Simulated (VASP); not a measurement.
Runs of VASP 6.6.1 on Os. The structure is that of space group P6_3/mmc (No. 194), or close to it. The cells are those of the table. 

| task | cell | k mesh | cutoff (eV) | smearing | gap on the mesh (eV) | pressure (GPa) | relaxed volume (Å³/atom) |
| --- | --- | --- | --- | --- | --- | --- | --- |
| single point | a = 2.717, b = 2.717, c = 4.290 Å, angles 90.0, 90.0, 120.0°, 2 atoms | 24 × 24 × 14 | 520 | fermi-dirac 0.15 eV | none | 1.0 | - |
| single point | a = 2.713, b = 2.713, c = 4.295 Å, angles 90.0, 90.0, 120.0°, 2 atoms | 9 × 9 × 6 | 520 | gaussian 0.1 eV | none | 1.1 | - |
| relaxation of cell and atoms | relaxed from a = 2.716, b = 2.716, c = 4.288 Å, angles 90.0, 90.0, 120.0°, 2 atoms | 24 × 24 × 14 | 600 | fermi-dirac 0.15 eV | none | 0.0 | (b) |
| relaxation of cell and atoms | relaxed from a = 2.713, b = 2.713, c = 4.295 Å, angles 90.0, 90.0, 120.0°, 2 atoms | 24 × 24 × 14 | 600 | gaussian 0.1 eV | none | 0.0 | 13.74 |
| single point | a = 2.716, b = 2.716, c = 4.288 Å, angles 90.0, 90.0, 120.0°, 2 atoms | 24 × 24 × 14 | 520 | gaussian 0.1 eV | none | 0.9 | - |
| single point | a = 2.746, b = 2.746, c = 4.326 Å, angles 90.0, 90.0, 120.0°, 2 atoms | 9 × 9 × 4 | 520 | gaussian 0.1 eV | none | (a) | - |

Alike in all rows: level LDA; potentials or basis VASP PAW LDA potentials, release 64 (Os); no spin polarisation.

Question: Estimate the missing entries.

Answer: (a) -12.2; (b) 13.75.

Caveats: some runs use coarse meshes; spin-orbit coupling is left out, which moves the levels of the heavy elements.

A k mesh can miss the band edges, and the runs leave out spin-orbit coupling on Os.

A gap of «none» marks levels without a gap at the run's occupations.
